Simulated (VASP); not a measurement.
# InSe in VASP: single point with r2SCAN

Aim: the single point of InSe with r2SCAN.

Program: VASP 6.6.1. These are calculated values, not measurements. Logs are shortened: lines on timing, memory, paths and dates and some standing lists are left out, and cuts for length are marked.

### 1 The cell of the first run

The cell holds a sheet with vacuum, 4 atoms: a = 4.037 Å, b = 4.037 Å, c = 34.520 Å, α = 90.00°, β = 90.00°, γ = 120.00°.

### 2 Single point, r2SCAN

The input, POSCAR:

```
InSe
1.0
    4.0373265269      0.0000000000      0.0000000000
   -2.0186632634      3.4964273356      0.0000000000
    0.0000000000      0.0000000000     34.5200000026
Se In
2 2
Direct
    0.6666666667      0.3333333333      0.2034061347
    0.6666666667      0.3333333333      0.3574281642
    0.3333333333      0.6666666667      0.2399662396
    0.3333333333      0.6666666667      0.3208680593
```

The input, INCAR.step1:

```
SYSTEM = InSe
PREC = Accurate
ENCUT = 440
ISMEAR = 0
SIGMA = 0.03
LREAL = .FALSE.
LASPH = .TRUE.
NELM = 120
LDIPOL = .TRUE.
IDIPOL = 3
DIPOL = 0.5 0.5 0.280
NBANDS = 27
GGA = PE
ALGO = Normal
EDIFF = 1E-5
LWAVE = .TRUE.
LCHARG = .FALSE.
GGA_COMPAT = .FALSE.
NELMDL = -8
```

The input, INCAR.step2:

```
SYSTEM = InSe
PREC = Accurate
ENCUT = 440
EDIFF = 1E-6
ISMEAR = 0
SIGMA = 0.03
LREAL = .FALSE.
LASPH = .TRUE.
NELM = 120
ALGO = Normal
ISIF = 2
LWAVE = .FALSE.
LCHARG = .FALSE.
LDIPOL = .TRUE.
IDIPOL = 3
DIPOL = 0.5 0.5 0.280
METAGGA = R2SCAN
LMIXTAU = .TRUE.
NBANDS = 27
ISTART = 1
GGA_COMPAT = .FALSE.
```

The input, KPOINTS:

```
regular mesh
0
G
  12 12 1
  0 0 0
```

Potentials or basis: VASP PAW PBE potentials, release 64 (Se, In_d).

Command:

```sh
$ cat potpaw_PBE.64/Se/POTCAR potpaw_PBE.64/In_d/POTCAR > POTCAR
$ cp INCAR.step1 INCAR
$ mpirun -np 1 vasp_std > vasp.out
$ cp INCAR.step2 INCAR
$ mpirun -np 1 vasp_std > vasp.out
```

OUTCAR:

```text
SYSTEM = InSe
   PREC = Accurate
   ENCUT = 440
   EDIFF = 1E-6
   ISMEAR = 0
   LREAL = .FALSE.
   LASPH = .TRUE.
   NELM = 120
   ISIF = 2
   METAGGA = R2SCAN
   ISTART = 1

 ion  position               nearest neighbor table
   1  0.667  0.333  0.203-   3 2.65   3 2.65   3 2.65
   2  0.667  0.333  0.357-   4 2.65   4 2.65   4 2.65
   3  0.333  0.667  0.240-   1 2.65   1 2.65   1 2.65   4 2.79
   4  0.333  0.667  0.321-   2 2.65   2 2.65   2 2.65   3 2.79

  LATTYP: Found a hexagonal cell.
 ALAT       =     4.0373265269
 C/A-ratio  =     8.5502125658

  Lattice vectors:

 A1 = (   4.0373265269,   0.0000000000,   0.0000000000)
 A2 = (  -2.0186632634,   3.4964273356,   0.0000000000)
 A3 = (   0.0000000000,   0.0000000000,  34.5200000026)

Analysis of symmetry for initial positions (statically):
=====================================================================
 Subroutine PRICEL returns:
 Original cell was already a primitive cell.

 Routine SETGRP: Setting up the symmetry group for a
 hexagonal supercell.

 Subroutine GETGRP returns: Found 12 space group operations
 (whereof  6 operations were pure point group operations)
 out of a pool of 24 trial point group operations.

The static configuration has the point symmetry C_3v.
 The point group associated with its full space group is D_3h.

Analysis of symmetry for dynamics (positions and initial velocities):
=====================================================================
 Subroutine PRICEL returns:
 Original cell was already a primitive cell.

 Routine SETGRP: Setting up the symmetry group for a
 hexagonal supercell.

 Subroutine GETGRP returns: Found 12 space group operations
 (whereof  6 operations were pure point group operations)
 out of a pool of 24 trial point group operations.

The dynamic configuration has the point symmetry C_3v.
 The point group associated with its full space group is D_3h.

 Subroutine INISYM returns: Found 12 space group operations
 (whereof  6 operations are pure point group operations),
 and found     1 'primitive' translations

----------------------------------------------------------------------------------------

                                     Primitive cell

  volume of cell :     487.2919

  direct lattice vectors                    reciprocal lattice vectors
     4.037326527  0.000000000  0.000000000     0.247688661  0.143003115  0.000000000
    -2.018663263  3.496427336  0.000000000     0.000000000  0.286006230  0.000000000
     0.000000000  0.000000000 34.520000003     0.000000000  0.000000000  0.028968714

  length of vectors
     4.037326527  4.037326527 34.520000003     0.286006230  0.286006230  0.028968714

  position of ions in fractional coordinates (direct lattice)
     0.666666667  0.333333333  0.203406135
     0.666666667  0.333333333  0.357428164
     0.333333333  0.666666667  0.239966240
     0.333333333  0.666666667  0.320868059

  ion indices of the primitive-cell ions
   primitive index   ion index
                 1           1
                 2           2
                 3           3
                 4           4

----------------------------------------------------------------------------------------

 KPOINTS: regular mesh

Automatic generation of k-mesh.
 Grid dimensions read from file:
 generate k-points for:   12   12    1

 Generating k-lattice:

  Cartesian coordinates                     Fractional coordinates (reciprocal lattice)
     0.020640722  0.011916926  0.000000000     0.083333333  0.000000000  0.000000000
     0.000000000  0.023833852  0.000000000     0.000000000  0.083333333  0.000000000
     0.000000000  0.000000000  0.028968714     0.000000000  0.000000000  1.000000000

  Length of vectors
     0.023833852  0.023833852  0.028968714

  Shift w.r.t. Gamma in fractional coordinates (k-lattice)
     0.000000000  0.000000000  0.000000000

 Subroutine IBZKPT returns following result:
 ===========================================

 Found     19 irreducible k-points:

 Following reciprocal coordinates:
            Coordinates               Weight
  0.000000  0.000000  0.000000      1.000000
  0.083333  0.000000  0.000000      6.000000
  0.166667 -0.000000  0.000000      6.000000
  0.250000 -0.000000  0.000000      6.000000
  0.333333 -0.000000  0.000000      6.000000
  0.416667 -0.000000  0.000000      6.000000
[... 11 lines left out ...]
  0.333333  0.250000  0.000000     12.000000
  0.333333  0.333333  0.000000      2.000000
   k-points           NKPTS =     19   k-points in BZ     NKDIM =     19   number of bands    NBANDS=     27
   number of dos      NEDOS =    301   number of ions     NIONS =      4
   total plane-waves  NPLWV = 188160
   dimension x,y,z NGX =    28 NGY =   28 NGZ =  240
   dimension x,y,z NGXF=    56 NGYF=   56 NGZF=  480
   ions per type =               2   2
   NGX,Y,Z   is equivalent  to a cutoff of  11.53, 11.53, 11.56 a.u.
   NGXF,Y,Z  is equivalent  to a cutoff of  23.06, 23.06, 23.12 a.u.
 SYSTEM =  InSe
   PREC   = accura    normal or accurate (medium, high low for compatibility)
   ISTART =      1    job   : 0-new  1-cont  2-samecut
   ICHARG =      0    charge: 1-file 2-atom 10-const
   ISPIN  =      1    spin polarized calculation?
   LNONCOLLINEAR =      F non collinear calculations
   LSORBIT =      F    spin-orbit coupling
   LASPH  =      T    aspherical Exc in radial PAW
   ENCUT  =  440.0 eV  32.34 Ry    5.69 a.u.   6.91  6.91 59.04*2*pi/ulx,y,z
   NELM   =    120;   NELMIN=  2; NELMDL=  0     # of ELM steps
   EDIFF  = 0.1E-05   stopping-criterion for ELM
   LREAL  =      F    real-space projection
   EDIFFG = 0.1E-04   stopping-criterion for IOM
   NSW    =      0    number of steps for IOM
   IBRION =     -1    ionic relax: 0-MD 1-quasi-New 2-CG
   NFREE  =      0    steps in history (QN), initial steepest desc. (CG)
   ISIF   =      2    stress and relaxation
   ISYM   =      2    0-nonsym 1-usesym 2-fastsym
   POTIM  = 0.5000    time-step for ionic-motion
   TEBEG  =    0.0;   TEEND  =   0.0 temperature during run
   PSTRESS=    0.0 pullay stress
   NELECT =      38.0000    total number of electrons
   NUPDOWN=      -1.0000    fix difference up-down
   EMIN   =  10.00;   EMAX   =-10.00  energy-range for DOS
   EFERMI =   0.00;   METHOD = LEGACY
   ISMEAR =     0;   SIGMA  =   0.03  broadening in eV -4-tet -1-fermi 0-gaus
   EFERMI_NEDOS =   21; number of points for ismear=-14 and -15
   IALGO  =     38    algorithm
   IMIX   =      4    mixing-type and parameters
     AMIX     =   0.40;   BMIX     =  1.00
     AMIX_MAG =   1.60;   BMIX_MAG =  1.00
  volume/ion in A,a.u.               =     121.82       822.10
  Fermi-wavevector in a.u.,A,eV,Ry     =   0.699423  1.321717  6.655860  0.489192
  Thomas-Fermi vector in A             =   1.783297
   LORBIT       =      0    0 simple, 1 ext, 2 COOP (PROOUT), +10 PAW based schemes
   METAGGA = R2SCAN    functional components
   LHFCALC =     F    Hartree Fock is set to
   AEXX    =    0.0000 exact exchange contribution
   IVDW    =     0    specifies the selected vdW correction
   LEPSILON=     F    determine dielectric tensor
   LRPA    =     F    only Hartree local field effects (RPA)
 non-spin polarized calculation
 Gauss-broadening in eV      SIGMA  =   0.03
  energy-cutoff  :      440.00
  volume of cell :      487.29
 maximum number of plane-waves:     10243
 NGX is ok and might be reduce to    28
   NGX = 13   NGY = 13   NGZ =119

 number of electron      37.9999993 magnetization

 dipolmoment           0.000000      0.000000      0.000000 electrons x Angstroem

 Free energy of the ion-electron system (eV)
  ---------------------------------------------------
  ext. energy  EPLUGINS =         0.00000000
  ---------------------------------------------------
  free energy    TOTEN  =       -76.43022269 eV

  energy without entropy =      -76.43022269  energy(sigma->0) =      -76.43022269

 E-fermi :  -3.8215     XC(G=0):  -2.4581

 val. band max:       -3.9608115843   @ k =   0.0833   0.0833   0.0000
 cond. band min:      -2.0293315541   @ k =   0.0000   0.0000   0.0000
 fundamental gap:      1.9314800302
 Fermi energy:        -3.8214994262

 k-point     1 :       0.0000    0.0000    0.0000
  band No.  band energies     occupation
      1     -18.5336      2.00000
      2     -18.3453      2.00000
      3     -18.3453      2.00000
      4     -18.2554      2.00000
      5     -18.2554      2.00000
      6     -18.2325      2.00000
[... 19 lines left out ...]
     26       2.4230      0.00000
     27       2.6434      0.00000

 k-point     2 :       0.0833    0.0000    0.0000
  band No.  band energies     occupation
      1     -18.5344      2.00000
      2     -18.3709      2.00000
      3     -18.3439      2.00000
      4     -18.2898      2.00000
      5     -18.2504      2.00000
      6     -18.2344      2.00000
[... 19 lines left out ...]
     26       2.4798      0.00000
     27       2.5099      0.00000

 k-point     3 :       0.1667   -0.0000    0.0000
  band No.  band energies     occupation
      1     -18.5426      2.00000
      2     -18.4246      2.00000
      3     -18.3661      2.00000
      4     -18.3407      2.00000
      5     -18.2394      2.00000
      6     -18.2367      2.00000
[... 19 lines left out ...]
     26       2.5831      0.00000
     27       2.7410      0.00000

 k-point     4 :       0.2500   -0.0000    0.0000
  band No.  band energies     occupation
      1     -18.5757      2.00000
      2     -18.4601      2.00000
      3     -18.4471      2.00000
      4     -18.3383      2.00000
      5     -18.2464      2.00000
      6     -18.2180      2.00000
[... 19 lines left out ...]
     26       2.8799      0.00000
     27       3.1295      0.00000

 k-point     5 :       0.3333   -0.0000    0.0000
  band No.  band energies     occupation
      1     -18.6251      2.00000
      2     -18.5132      2.00000
      3     -18.4676      2.00000
      4     -18.3376      2.00000
      5     -18.2532      2.00000
      6     -18.1995      2.00000
[... 19 lines left out ...]
     26       3.3325      0.00000
     27       3.6980      0.00000

 k-point     6 :       0.4167   -0.0000    0.0000
  band No.  band energies     occupation
      1     -18.6625      2.00000
      2     -18.5554      2.00000
      3     -18.4668      2.00000
      4     -18.3378      2.00000
      5     -18.2582      2.00000
      6     -18.1862      2.00000
[... 294 lines left out ...]
      1     -18.6749      2.00000
      2     -18.5740      2.00000
      3     -18.4658      2.00000
      4     -18.3499      2.00000
      5     -18.2479      2.00000
      6     -18.1886      2.00000
[... 19 lines left out ...]
     26       4.2034      0.00000
     27       4.8115      0.00000

 k-point    17 :       0.2500    0.2500    0.0000
  band No.  band energies     occupation
      1     -18.6605      2.00000
      2     -18.5599      2.00000
      3     -18.4671      2.00000
      4     -18.3522      2.00000
      5     -18.2419      2.00000
      6     -18.1953      2.00000
[... 19 lines left out ...]
     26       3.9789      0.00000
     27       4.2492      0.00000

 k-point    18 :       0.3333    0.2500    0.0000
  band No.  band energies     occupation
      1     -18.6741      2.00000
      2     -18.5763      2.00000
      3     -18.4657      2.00000
      4     -18.3565      2.00000
      5     -18.2383      2.00000
      6     -18.1923      2.00000
[... 19 lines left out ...]
     26       4.3354      0.00000
     27       4.4676      0.00000

 k-point    19 :       0.3333    0.3333    0.0000
  band No.  band energies     occupation
      1     -18.6771      2.00000
      2     -18.5809      2.00000
      3     -18.4652      2.00000
      4     -18.3597      2.00000
      5     -18.2330      2.00000
      6     -18.1955      2.00000
[... 19 lines left out ...]
     26       4.2164      0.00000
     27       4.6401      0.00000

------------------------ aborting loop because EDIFF is reached ----------------------------------------

 vacuum level on the upper side and lower side of the slab       (xc-potential included)        -0.003        -0.002

  FORCE on cell =-STRESS in cart. coord.  units (eV):
  Direction    XX          YY          ZZ          XY          YZ          ZX
  --------------------------------------------------------------------------------------
  -------------------------------------------------------------------------------------
  Total        0.0066096      0.0066096      0.0990471      0.0000000      0.0000000     -0.0000000
  in kB        0.0217317      0.0217317      0.3256592      0.0000000      0.0000000     -0.0000000
  external PRESSURE =       0.1230409 kB  Pullay stress =       0.0000000 kB

 VOLUME and BASIS-vectors are now :
 -----------------------------------------------------------------------------
  energy-cutoff  :      440.00
  volume of cell :      487.29
      direct lattice vectors                 reciprocal lattice vectors
     4.037326527  0.000000000  0.000000000     0.247688661  0.143003115  0.000000000
    -2.018663263  3.496427336  0.000000000     0.000000000  0.286006230  0.000000000
     0.000000000  0.000000000 34.520000003     0.000000000  0.000000000  0.028968714

 POSITION                                       TOTAL-FORCE (eV/Angst)
 -----------------------------------------------------------------------------------
      2.01866      1.16548      7.02158        -0.000000     -0.000000     -0.018523
      2.01866      1.16548     12.33842        -0.000000      0.000000      0.018523
     -0.00000      2.33095      8.28363         0.000000      0.000000     -0.007922
     -0.00000      2.33095     11.07637         0.000000      0.000000      0.007922
 -----------------------------------------------------------------------------------
    total drift:                               -0.000001      0.000001      0.000142

  FREE ENERGIE OF THE ION-ELECTRON SYSTEM (eV)
  ---------------------------------------------------
  free  energy   TOTEN  =       -76.4302226863 eV

  energy  without entropy=      -76.4302226863  energy(sigma->0) =      -76.43022269

 vacuum level on the upper side and lower side of the slab         2.244         2.245
```

Wall time 36 min (1 thread of Oxide Virtual Turin-like, shared host); peak memory 0.56 GiB.

Results:

* Free energy: -76.4302 eV
* Largest force: 0.019 eV/Å
* Band gap on the k mesh: 1.93 eV (least direct gap 1.99 eV)

Forces in eV/Å, atoms in the order of the input:
```
Se   0.000  0.000 -0.019
Se   0.000  0.000  0.019
In   0.000  0.000 -0.008
In   0.000  0.000  0.008
```

Levels at points of the mesh, in eV from the valence-band top:
```tsv
k point	band 16	band 17	band 18	band 19	band 20	band 21	band 22	band 23
(0.00, 0.00, 0.00)	-0.65	-0.57	-0.57	-0.06	1.93	3.21	5.31	5.31
(0.50, 0.00, 0.00)	-1.72	-1.64	-1.53	-0.98	2.54	2.66	4.59	4.91
```

Caveat: the PAW data sets were made with another functional, which shifts forces and pressure a little; spin-orbit coupling is left out, which moves the levels of the heavy elements.
